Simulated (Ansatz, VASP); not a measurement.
## Two plane-wave programs on Al2O3

Contents of POSCAR:

```
Al2O3
1.0
    2.3761915491      1.3718948305      4.3236184862
   -2.3761915491      1.3718948305      4.3236184862
    0.0000000000     -2.7437896611      4.3236184862
Al O
4 6
Direct
    0.1480479470      0.1480479470      0.1480479470
    0.3519520530      0.3519520530      0.3519520530
    0.6480479470      0.6480479470      0.6480479470
    0.8519520530      0.8519520530      0.8519520530
    0.9435900361      0.5564099639      0.2500000000
    0.4435900361      0.7500000000      0.0564099639
    0.5564099639      0.2500000000      0.9435900361
    0.2500000000      0.9435900361      0.5564099639
    0.7500000000      0.0564099639      0.4435900361
    0.0564099639      0.4435900361      0.7500000000
```

The input INCAR.step1:

```
PREC     = Accurate       # precision mode
ENCUT    = 520            # plane-wave cutoff, eV
ISMEAR   = -1             # smearing method
SIGMA    = 0.03           # smearing width, eV
LREAL    = F              # projectors in reciprocal space
LASPH    = T              # aspherical terms in the spheres
NELM     = 100            # most SCF steps
NBANDS   = 35             # bands
GGA      = PE             # functional
ALGO     = Normal         # electronic algorithm
EDIFF    = 1E-4           # SCF threshold, eV
LWAVE    = T              # write WAVECAR
LCHARG   = F              # write CHGCAR
```

The input INCAR.step2:

```
PREC     = Accurate       # precision mode
ENCUT    = 520            # plane-wave cutoff, eV
EDIFF    = 1E-6           # SCF threshold, eV
ISMEAR   = -1             # smearing method
SIGMA    = 0.03           # smearing width, eV
LREAL    = F              # projectors in reciprocal space
LASPH    = T              # aspherical terms in the spheres
NELM     = 100            # most SCF steps
ALGO     = Normal         # electronic algorithm
ISIF     = 2              # what is computed and relaxed
LWAVE    = F              # write WAVECAR
LCHARG   = F              # write CHGCAR
METAGGA  = R2SCAN         # meta-GGA
LMIXTAU  = T            
LUSE_VDW = T            
IVDW_NL  = 2            
BPARAM   = 11.95        
CPARAM   = 0.0093       
NBANDS   = 35             # bands
ISTART   = 1
```

File KPOINTS:

```
Automatic mesh
0
Gamma
  8 8 8
```

Input for Ansatz:

```yaml
crystal:
  lattice:
    - [2.3761915491, 1.3718948305, 4.3236184862]
    - [-2.3761915491, 1.3718948305, 4.3236184862]
    - [0.0, -2.7437896611, 4.3236184862]
  atoms:
    - { symbol: Al, position: [0.148047947, 0.148047947, 0.148047947] }
    - { symbol: Al, position: [0.351952053, 0.351952053, 0.351952053] }
    - { symbol: Al, position: [0.648047947, 0.648047947, 0.648047947] }
    - { symbol: Al, position: [0.851952053, 0.851952053, 0.851952053] }
    - { symbol: O, position: [0.9435900361, 0.5564099639, 0.25] }
    - { symbol: O, position: [0.4435900361, 0.75, 0.0564099639] }
    - { symbol: O, position: [0.5564099639, 0.25, 0.9435900361] }
    - { symbol: O, position: [0.25, 0.9435900361, 0.5564099639] }
    - { symbol: O, position: [0.75, 0.0564099639, 0.4435900361] }
    - { symbol: O, position: [0.0564099639, 0.4435900361, 0.75] }
kpoints:
  mp_grid: { grid: [8, 8, 8] }
  band_path:
    path:
      - [0.0, 0.0, 0.0]
      - [0.5, 0.5, 0.5]
      - [0.7662127611, 0.2337872389, 0.5]
      - [0.5, -0.2337872389, 0.2337872389]
      - [0.5, 0.0, 0.0]
      - [0.3668936194, -0.3668936194, 0.0]
      - [0.6331063806, 0.0, 0.3668936194]
      - [0.5, 0.0, 0.5]
    npoints: 1
hamiltonian:
  xc: r2scan
  dispersion: rvv10
scf:
  occupations: { method: fermi_dirac, width: 0.03 }
  n_extra_bands: 6
output:
  forces: true
  stress: true
  eigenvalues: true
```

Alike in both runs: task single point; functional r2SCAN; dispersion rVV10; k mesh 8 × 8 × 8; occupations fermi-dirac, width 0.03 eV; no spin polarisation.

```csv
,VASP,Ansatz
version,VASP 6.6.1,Ansatz 0.2.0
potentials or method,"VASP PAW PBE potentials, release 64 (Al, O)","plane waves, PAW"
plane-wave cutoff (eV),520,500
valence electrons in the cell,48,48
```

VASP gave:

- gap on the k mesh at the Fermi level (eV): 7.16
- pressure (GPa): -0.4
- rms of the force components (eV/Å): 0.008

Problem. Which values does Ansatz return?

Solution. gap on the k mesh at the Fermi level (eV): 7.15; pressure (GPa): 0.0; rms of the force components (eV/Å): 0.000.

VASP's potentials were made for PBE, not for r2SCAN. Atom by atom the forces differ by 0.009 eV/Å (rms over components).
